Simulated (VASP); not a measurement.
Set up this calculation in VASP 6.6.1, as the native input.

* Task: single point
* Functional: LDA
* Potentials or basis: VASP PAW LDA potentials, release 64 (Cd, Se)
* Cutoff: 520 eV
* k mesh: 9 × 9 × 4
* Occupations: gaussian, width 0.02 eV
* Spin: no spin polarisation
* Dipole correction: no
* Further INCAR settings: ALGO = Normal; EDIFF = 1e-07; NBANDS = 26

The structure of CdSe (de600) lies in POSCAR:

```
CdSe
1.0
    4.2475089268      0.0000000000      0.0000000000
   -2.1237544634      3.6784506334      0.0000000000
    0.0000000000      0.0000000000      6.9413784134
Cd Se
2 2
Direct
    0.6666666667      0.3333333333      0.5002589073
    0.3333333333      0.6666666667      1.0002589073
    0.6666666667      0.3333333333      0.8756010927
    0.3333333333      0.6666666667      0.3756010927
```

These files were run (other wordings do the same):

INCAR

```
ALGO = Normal
EDIFF = 1E-7
ENCUT = 520
GGA = CA
ISIF = 2
ISMEAR = 0
LASPH = True
LCHARG = False
LREAL = False
LWAVE = False
NBANDS = 26
NELM = 100
PREC = Accurate
SIGMA = 0.02
```

KPOINTS

```
k-points
0
Gamma
  9 9 4
```

Potentials or basis: VASP PAW LDA potentials, release 64 (Cd, Se).

Run with:

```bash
$ cat potpaw_LDA.64/Cd/POTCAR potpaw_LDA.64/Se/POTCAR > POTCAR
$ mpirun -np 1 vasp_std > vasp.out
```

Results of the run:

The pressure is 0.5 GPa and the band gap on the k mesh is 0.50 eV, direct.

It took 45 s on 1 thread of AMD EPYC 9R45 96-Core Processor (Zen 5), with other jobs on the host, peak memory 0.21 GiB.
